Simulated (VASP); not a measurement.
# Mo12N in VASP: notebook

Runs on Mo12N. Level: PBE. Tasks: relaxation of the atoms, single point.

Program: VASP 6.6.1. These are calculated values, not measurements. Logs are shortened: lines on timing, memory, paths and dates and some standing lists are left out, and cuts for length are marked.

## 1. The cell of the first run

The cell holds a slab with vacuum, 13 atoms: a = 5.474 Å, b = 5.474 Å, c = 19.808 Å, α = 90.00°, β = 90.00°, γ = 109.47°.

## 2. Relaxation of the atoms, PBE

Contents of INCAR:

```
ALGO     = Normal         # electronic algorithm
DIPOL    = 0.5 0.5 0.323
EDIFF    = 1E-7           # SCF threshold, eV
EDIFFG   = -0.025         # ionic threshold
ENCUT    = 520            # plane-wave cutoff, eV
GGA      = PE             # functional
GGA_COMPAT= F            
IBRION   = 2              # ionic algorithm
IDIPOL   = 3            
ISIF     = 2              # what is computed and relaxed
ISMEAR   = 0              # smearing method
KPAR     = 8            
LASPH    = T              # aspherical terms in the spheres
LCHARG   = F              # write CHGCAR
LDIPOL   = T            
LREAL    = F              # projectors in reciprocal space
LWAVE    = F              # write WAVECAR
NELM     = 120            # most SCF steps
NELMDL   = -8           
NELMIN   = 4            
NSW      = 36             # ionic steps
PREC     = Accurate       # precision mode
SIGMA    = 0.1            # smearing width, eV
```

Contents of KPOINTS:

```
k-points
0
Gamma
  5 5 1
```

Contents of POSCAR:

```
Mo12N
1.0
    5.4740406976      0.0000000000      0.0000000000
   -1.8246802325      5.1609750637      0.0000000000
    0.0000000000      0.0000000000     19.8082144129
Mo N
12 1
Selective dynamics
Direct
    0.2500000000      0.2500000000      0.2019364248  F F F
    0.2500000000      0.7500000000      0.2019364248  F F F
    0.7500000000      0.2500000000      0.2019364248  F F F
    0.7500000000      0.7500000000      0.2019364248  F F F
    0.0000000000      0.0000000000      0.3106872619  F F F
    0.0000000000      0.5000000000      0.3106872619  F F F
    0.5000000000      0.0000000000      0.3106872619  F F F
    0.5000000000      0.5000000000      0.3106872619  F F F
    0.2500000000      0.2500000000      0.4194327787  F F F
    0.2500000000      0.7500000000      0.4194327787  F F F
    0.7500000000      0.2500000000      0.4194327787  F F F
    0.7500000000      0.7500000000      0.4194327787  F F F
    0.5000000000      0.5000000000      0.4759749777  F F T
```

Potentials or basis: VASP PAW PBE potentials, release 64 (Mo_sv, N).

Run with:

```bash
$ cat potpaw_PBE.64/Mo_sv/POTCAR potpaw_PBE.64/N/POTCAR > POTCAR
$ mpirun -np 8 vasp_std > vasp.out
```

OUTCAR:

```text
EDIFF = 1E-7
   EDIFFG = -0.025
   ENCUT = 520
   GGA = PE
   IBRION = 2
   ISIF = 2
   ISMEAR = 0
   LASPH = T
   LREAL = F
   NELM = 120
   NELMDL = -8
   NELMIN = 4
   NSW = 36
   PREC = Accurate

 ion  position               nearest neighbor table
   1  0.250  0.250  0.202-   5 2.67   8 2.67   3 2.74   3 2.74   2 2.74   2 2.74   7 3.10   6 3.10
                             4 3.16   4 3.16
   2  0.250  0.750  0.202-   6 2.67   7 2.67   4 2.74   4 2.74   1 2.74   1 2.74   5 3.10   8 3.10
                             3 3.16   3 3.16
   3  0.750  0.250  0.202-   6 2.67   7 2.67   1 2.74   1 2.74   4 2.74   4 2.74   5 3.10   8 3.10
                             2 3.16   2 3.16
   4  0.750  0.750  0.202-   5 2.67   8 2.67   2 2.74   2 2.74   3 2.74   3 2.74   7 3.10   6 3.10
                             1 3.16   1 3.16
   5  0.000  0.000  0.311-   9 2.67  12 2.67   1 2.67   4 2.67   7 2.74   7 2.74   6 2.74   6 2.74
                            11 3.10  10 3.10   3 3.10   2 3.10   8 3.16   8 3.16
   6  0.000  0.500  0.311-  10 2.67  11 2.67   2 2.67   3 2.67   8 2.74   8 2.74   5 2.74   5 2.74
                             9 3.10  12 3.10   1 3.10   4 3.10   7 3.16   7 3.16
   7  0.500  0.000  0.311-  10 2.67  11 2.67   2 2.67   3 2.67   5 2.74   5 2.74   8 2.74   8 2.74
                             9 3.10  12 3.10   1 3.10   4 3.10   6 3.16   6 3.16
   8  0.500  0.500  0.311-   9 2.67  12 2.67   1 2.67   4 2.67   6 2.74   6 2.74   7 2.74   7 2.74
                            11 3.10  10 3.10   3 3.10   2 3.10   5 3.16   5 3.16
   9  0.250  0.250  0.419-  13 1.94   8 2.67   5 2.67  11 2.74  11 2.74  10 2.74  10 2.74   6 3.10
                             7 3.10  12 3.16  12 3.16
  10  0.250  0.750  0.419-  13 2.50   7 2.67   6 2.67  12 2.74  12 2.74   9 2.74   9 2.74   8 3.10
                             5 3.10  11 3.16  11 3.16
  11  0.750  0.250  0.419-  13 2.50   7 2.67   6 2.67   9 2.74   9 2.74  12 2.74  12 2.74   8 3.10
                             5 3.10  10 3.16  10 3.16
  12  0.750  0.750  0.419-  13 1.94   8 2.67   5 2.67  10 2.74  10 2.74  11 2.74  11 2.74   6 3.10
                             7 3.10   9 3.16   9 3.16
  13  0.500  0.500  0.476-   9 1.94  12 1.94  11 2.50  10 2.50

  LATTYP: Found a base centered orthorhombic cell.
 ALAT       =     6.3208777407
 B/A-ratio  =     1.4142135624
 C/A-ratio  =     3.1337759130

  Lattice vectors:

 A1 = (   5.4740406976,   0.0000000000,   0.0000000000)
 A2 = (  -1.8246802325,   5.1609750637,   0.0000000000)
 A3 = (   0.0000000000,   0.0000000000,  19.8082144129)

Analysis of symmetry for initial positions (statically):
=====================================================================
 Subroutine PRICEL returns:
 Original cell was already a primitive cell.

 Routine SETGRP: Setting up the symmetry group for a
 base centered orthorhombic supercell.

 Subroutine GETGRP returns: Found  4 space group operations
[... 159 lines left out ...]
  Fermi-wavevector in a.u.,A,eV,Ry     =   1.106951  2.091835 16.671777  1.225341
  Thomas-Fermi vector in A             =   2.243459
   LORBIT       =      0    0 simple, 1 ext, 2 COOP (PROOUT), +10 PAW based schemes
   GGA     = PE    functional components
   LHFCALC =     F    Hartree Fock is set to
   AEXX    =    0.0000 exact exchange contribution
   IVDW    =     0    specifies the selected vdW correction
   LEPSILON=     F    determine dielectric tensor
   LRPA    =     F    only Hartree local field effects (RPA)
 conjugate gradient relaxation of ions
 non-spin polarized calculation
 Gauss-broadening in eV      SIGMA  =   0.10
  energy-cutoff  :      520.00
  volume of cell :      559.61
 maximum number of plane-waves:     15102
 NGX is ok and might be reduce to    42
   NGX = 21   NGY = 21   NGZ = 73

 dipolmoment           0.000000      0.000000     -0.063473 electrons x Angstroem

--------------------------------------- Ionic step        1  -------------------------------------------

 number of electron     172.9999986 magnetization

 Free energy of the ion-electron system (eV)
  ---------------------------------------------------
  ext. energy  EPLUGINS =         0.00000000
  ---------------------------------------------------
  free energy    TOTEN  =      -131.05989621 eV

  energy without entropy =     -130.99769327  energy(sigma->0) =     -131.02879474

------------------------ aborting loop because EDIFF is reached ----------------------------------------

  FORCE on cell =-STRESS in cart. coord.  units (eV):
  Direction    XX          YY          ZZ          XY          YZ          ZX
  --------------------------------------------------------------------------------------
  -------------------------------------------------------------------------------------
  Total       -8.7714009     -8.7609647      4.3136341      0.0147591      0.0000000      0.0000000
  in kB      -25.1127593    -25.0828800     12.3500517      0.0422557      0.0000000      0.0000000
  external PRESSURE =     -12.6151959 kB  Pullay stress =       0.0000000 kB
[... 81 lines left out ...]
--------------------------------------- Ionic step        3  -------------------------------------------

 number of electron     172.9999985 magnetization

 dipolmoment           0.000000      0.000000      0.057797 electrons x Angstroem

 Free energy of the ion-electron system (eV)
  ---------------------------------------------------
  ext. energy  EPLUGINS =         0.00000000
  ---------------------------------------------------
  free energy    TOTEN  =      -131.06032758 eV

  energy without entropy =     -130.99819247  energy(sigma->0) =     -131.02926002

 E-fermi :   1.2217     XC(G=0):  -5.5913

 val. band max:        1.2177744277   @ k =  -0.2000   0.2000   0.0000
 cond. band min:       1.2244866076   @ k =  -0.2000   0.2000   0.0000
 fundamental gap:      0.0067121799
 Fermi energy:         1.2216642640

 k-point     1 :       0.0000    0.0000    0.0000
  band No.  band energies     occupation
      1     -60.0867      2.00000
      2     -59.9415      2.00000
      3     -59.9287      2.00000
      4     -59.8691      2.00000
      5     -59.8584      2.00000
      6     -59.8069      2.00000
[... 898 lines left out ...]
     97       2.0673      0.00000
     98       2.0861      0.00000
 [bands above 98 left out]

------------------------ aborting loop because EDIFF is reached ----------------------------------------

 vacuum level on the upper side and lower side of the slab       (xc-potential included)         0.175        -0.235

  FORCE on cell =-STRESS in cart. coord.  units (eV):
  Direction    XX          YY          ZZ          XY          YZ          ZX
  --------------------------------------------------------------------------------------
  -------------------------------------------------------------------------------------
  Total       -8.8743766     -8.9057317      4.1461559     -0.0443427      0.0000000      0.0000000
  in kB      -25.4075815    -25.4973519     11.8705571     -0.1269545      0.0000000      0.0000000
  external PRESSURE =     -13.0114588 kB  Pullay stress =       0.0000000 kB
[... 28 lines left out ...]
  FREE ENERGIE OF THE ION-ELECTRON SYSTEM (eV)
  ---------------------------------------------------
  free  energy   TOTEN  =      -131.0603275817 eV

  energy  without entropy=     -130.9981924668  energy(sigma->0) =     -131.02926002

 reached required accuracy - stopping structural energy minimisation

 vacuum level on the upper side and lower side of the slab         6.258         5.838
```

OSZICAR:

```text
N       E                     dE             d eps       ncg     rms          rms(c)
DAV:   1     0.188245018919E+04    0.18825E+04   -0.10870E+05  2358   0.152E+03
DAV:   2    -0.592449904827E+02   -0.19417E+04   -0.18981E+04  2099   0.457E+02
DAV:   3    -0.139508012039E+03   -0.80263E+02   -0.77181E+02  2516   0.786E+01
[... 56 lines left out ...]
DAV:  12    -0.131060326953E+03   -0.18122E-06   -0.17273E-08  1156   0.427E-04    0.350E-04
DAV:  13    -0.131060327163E+03   -0.20938E-06   -0.12967E-08  1212   0.309E-04    0.271E-04
DAV:  14    -0.131060327408E+03   -0.24552E-06   -0.23707E-08  1268   0.311E-04    0.148E-04
DAV:  15    -0.131060327523E+03   -0.11492E-06   -0.93737E-09  1196   0.189E-04    0.886E-05
DAV:  16    -0.131060327582E+03   -0.58571E-07   -0.49628E-09  1098   0.131E-04
   3 F= -.13106033E+03 E0= -.13102926E+03  d E =-.431371E-03
```

Run time: 18 min. Hardware: 8 MPI ranks of Intel Xeon Platinum 8259CL at 2.50GHz (Skylake/Cascade Lake), shared host; peak memory 0.88 GiB.

Results:

```yaml
Free_energy: -131.0603 eV
Energy_gained_by_relaxing: 0.0 meV/atom
Ionic_steps: 3
Band_gap_on_the_k_mesh: zero (an odd number of electrons rules out a gap without spin polarisation)
```

The path:
```csv
step,energy change (eV),largest force on free atoms (eV/Å),pressure (GPa)
1,0.0000,0.1185,-1.26
2,-0.0004,0.0263,-1.29
3,-0.0004,0.0023,-1.30
```

Final structure:
```yaml
crystal:
  lattice:
    - [5.47404, 0.00000, 0.00000]
    - [-1.82468, 5.16098, 0.00000]
    - [0.00000, 0.00000, 19.80821]
  atoms:
    - { symbol: Mo, position: [0.25000, 0.25000, 0.20194] }
    - { symbol: Mo, position: [0.25000, 0.75000, 0.20194] }
    - { symbol: Mo, position: [0.75000, 0.25000, 0.20194] }
    - { symbol: Mo, position: [0.75000, 0.75000, 0.20194] }
    - { symbol: Mo, position: [0.00000, 0.00000, 0.31069] }
    - { symbol: Mo, position: [0.00000, 0.50000, 0.31069] }
    - { symbol: Mo, position: [0.50000, 0.00000, 0.31069] }
    - { symbol: Mo, position: [0.50000, 0.50000, 0.31069] }
    - { symbol: Mo, position: [0.25000, 0.25000, 0.41943] }
    - { symbol: Mo, position: [0.25000, 0.75000, 0.41943] }
    - { symbol: Mo, position: [0.75000, 0.25000, 0.41943] }
    - { symbol: Mo, position: [0.75000, 0.75000, 0.41943] }
    - { symbol: N, position: [0.50000, 0.50000, 0.47635] }
```

## 3. Single point, PBE

Contents of INCAR:

```
SYSTEM = Mo12N
  ALGO = Normal
  DIPOL = 0.5 0.5 0.326
  EDIFF = 1E-7
  ENCUT = 520
  GGA = PE
  IDIPOL = 3
  ISIF = 2
  ISMEAR = 0
  LASPH = .True.
  LCHARG = .False.
  LDIPOL = .True.
  LREAL = .False.
  LWAVE = .False.
  NBANDS = 98
  NELM = 60
  PREC = Accurate
  SIGMA = 0.1
```

Contents of KPOINTS:

```
k-points
0
Gamma
  5 5 1
  0 0 0
```

Contents of POSCAR:

```
Mo12N
1.0
    5.4740406976      0.0000000000      0.0000000000
   -1.8246802325      5.1609750637      0.0000000000
    0.0000000000      0.0000000000     19.8082144129
Mo N
12 1
Direct
    0.2500000000      0.2500000000      0.2019364248
    0.2500000000      0.7500000000      0.2019364248
    0.7500000000      0.2500000000      0.2019364248
    0.7500000000      0.7500000000      0.2019364248
    0.0000000000      0.0000000000      0.3106872619
    0.0000000000      0.5000000000      0.3106872619
    0.5000000000      0.0000000000      0.3106872619
    0.5000000000      0.5000000000      0.3106872619
    0.2500000000      0.2500000000      0.4194327787
    0.2500000000      0.7500000000      0.4194327787
    0.7500000000      0.2500000000      0.4194327787
    0.7500000000      0.7500000000      0.4194327787
    0.2500000000      0.2500000000      0.5073481340
```

Potentials or basis: VASP PAW PBE potentials, release 64 (Mo_sv, N).

Run with:

```bash
$ cat potpaw_PBE.64/Mo_sv/POTCAR potpaw_PBE.64/N/POTCAR > POTCAR
$ mpirun -np 1 vasp_std > vasp.out
```

OUTCAR:

```text
SYSTEM = Mo12N
   EDIFF = 1E-7
   ENCUT = 520
   GGA = PE
   ISIF = 2
   ISMEAR = 0
   LASPH = .True.
   LREAL = .False.
   NELM = 60
   PREC = Accurate

 ion  position               nearest neighbor table
   1  0.250  0.250  0.202-   5 2.67   8 2.67   3 2.74   3 2.74   2 2.74   2 2.74   7 3.10   6 3.10
                             4 3.16   4 3.16
   2  0.250  0.750  0.202-   6 2.67   7 2.67   4 2.74   4 2.74   1 2.74   1 2.74   5 3.10   8 3.10
                             3 3.16   3 3.16
   3  0.750  0.250  0.202-   6 2.67   7 2.67   1 2.74   1 2.74   4 2.74   4 2.74   5 3.10   8 3.10
                             2 3.16   2 3.16
   4  0.750  0.750  0.202-   5 2.67   8 2.67   2 2.74   2 2.74   3 2.74   3 2.74   7 3.10   6 3.10
                             1 3.16   1 3.16
   5  0.000  0.000  0.311-   9 2.67  12 2.67   1 2.67   4 2.67   7 2.74   7 2.74   6 2.74   6 2.74
                            11 3.10  10 3.10   3 3.10   2 3.10   8 3.16   8 3.16
   6  0.000  0.500  0.311-  10 2.67  11 2.67   2 2.67   3 2.67   8 2.74   8 2.74   5 2.74   5 2.74
                             9 3.10  12 3.10   1 3.10   4 3.10   7 3.16   7 3.16
   7  0.500  0.000  0.311-  10 2.67  11 2.67   2 2.67   3 2.67   5 2.74   5 2.74   8 2.74   8 2.74
                             9 3.10  12 3.10   1 3.10   4 3.10   6 3.16   6 3.16
   8  0.500  0.500  0.311-   9 2.67  12 2.67   1 2.67   4 2.67   6 2.74   6 2.74   7 2.74   7 2.74
                            11 3.10  10 3.10   3 3.10   2 3.10   5 3.16   5 3.16
   9  0.250  0.250  0.419-  13 1.74   8 2.67   5 2.67  11 2.74  11 2.74  10 2.74  10 2.74   6 3.10
[... 1131 lines left out ...]
  Total       -7.5687376     -7.1924352      3.4789319      0.5321719      0.0000000      0.0000000
  in kB      -21.6695014    -20.5921375      9.9602766      1.5236227      0.0000000      0.0000000
  external PRESSURE =     -10.7671208 kB  Pullay stress =       0.0000000 kB

 VOLUME and BASIS-vectors are now :
 -----------------------------------------------------------------------------
  energy-cutoff  :      520.00
  volume of cell :      559.61
      direct lattice vectors                 reciprocal lattice vectors
     5.474040698  0.000000000  0.000000000     0.182680410  0.064587278  0.000000000
    -1.824680232  5.160975064  0.000000000     0.000000000  0.193761835  0.000000000
     0.000000000  0.000000000 19.808214413     0.000000000  0.000000000  0.050484106

 POSITION                                       TOTAL-FORCE (eV/Angst)
 -----------------------------------------------------------------------------------
      0.91234      1.29024      4.00000        -0.000000     -0.000000      0.120425
      0.00000      3.87073      4.00000        -0.000000      0.000000     -0.259700
      3.64936      1.29024      4.00000        -0.000000     -0.000000     -0.259700
      2.73702      3.87073      4.00000        -0.000000      0.000000      0.528409
      0.00000      0.00000      6.15416        -0.380793     -0.538523     -1.077140
     -0.91234      2.58049      6.15416        -0.013867      0.009805      0.138062
      2.73702      0.00000      6.15416         0.013867     -0.009805      0.138062
      1.82468      2.58049      6.15416         0.380793      0.538523     -1.077140
      0.91234      1.29024      8.30821        -0.000000      0.000000      1.939879
      0.00000      3.87073      8.30821        -0.000000     -0.000000      0.251368
      3.64936      1.29024      8.30821        -0.000000     -0.000000      0.251368
      2.73702      3.87073      8.30821        -0.000000      0.000000     -0.742119
      0.91234      1.29024     10.04966        -0.000000      0.000000      0.048226
 -----------------------------------------------------------------------------------
    total drift:                                0.000000      0.000000      0.000943

  FREE ENERGIE OF THE ION-ELECTRON SYSTEM (eV)
  ---------------------------------------------------
  free  energy   TOTEN  =      -128.6737691526 eV

  energy  without entropy=     -128.6003582483  energy(sigma->0) =     -128.63706370

 vacuum level on the upper side and lower side of the slab         6.639         5.605
```

OSZICAR:

```text
N       E                     dE             d eps       ncg     rms          rms(c)
DAV:   1     0.192033930114E+04    0.19203E+04   -0.10921E+05  2260   0.160E+03
DAV:   2    -0.458430535862E+02   -0.19662E+04   -0.19335E+04  1970   0.477E+02
DAV:   3    -0.135290311462E+03   -0.89447E+02   -0.86311E+02  2384   0.821E+01
[... 27 lines left out ...]
DAV:  31    -0.128673767431E+03   -0.44210E-05   -0.29169E-07  1368   0.142E-03    0.881E-04
DAV:  32    -0.128673768484E+03   -0.10525E-05   -0.62689E-08  1200   0.725E-04    0.412E-04
DAV:  33    -0.128673768902E+03   -0.41829E-06   -0.26786E-08  1120   0.435E-04    0.295E-04
DAV:  34    -0.128673769091E+03   -0.18889E-06   -0.23375E-08  1144   0.306E-04    0.200E-04
DAV:  35    -0.128673769153E+03   -0.61842E-07   -0.58396E-09  1088   0.266E-04
   1 F= -.12867377E+03 E0= -.12863706E+03  d E =-.734109E-01
```

Run time: 56 min. Hardware: 1 thread of Intel Xeon 8259CL, shared host; peak memory 0.76 GiB.

What came out:

```
Free energy            : -128.6738 eV
Largest force          : 1.940 eV/Å
Band gap on the k mesh : zero (an odd number of electrons rules out a gap without spin polarisation)
```

Forces on the atoms (eV/Å):
```
Mo   0.000  0.000  0.120
Mo   0.000  0.000 -0.260
Mo   0.000  0.000 -0.260
Mo   0.000  0.000  0.528
Mo  -0.381 -0.539 -1.077
Mo  -0.014  0.010  0.138
Mo   0.014 -0.010  0.138
Mo   0.381  0.539 -1.077
Mo   0.000  0.000  1.940
Mo   0.000  0.000  0.251
Mo   0.000  0.000  0.251
Mo   0.000  0.000 -0.742
N    0.000  0.000  0.048
```

The gap in the log of VASP goes by the Fermi energy; the results here count the filled bands.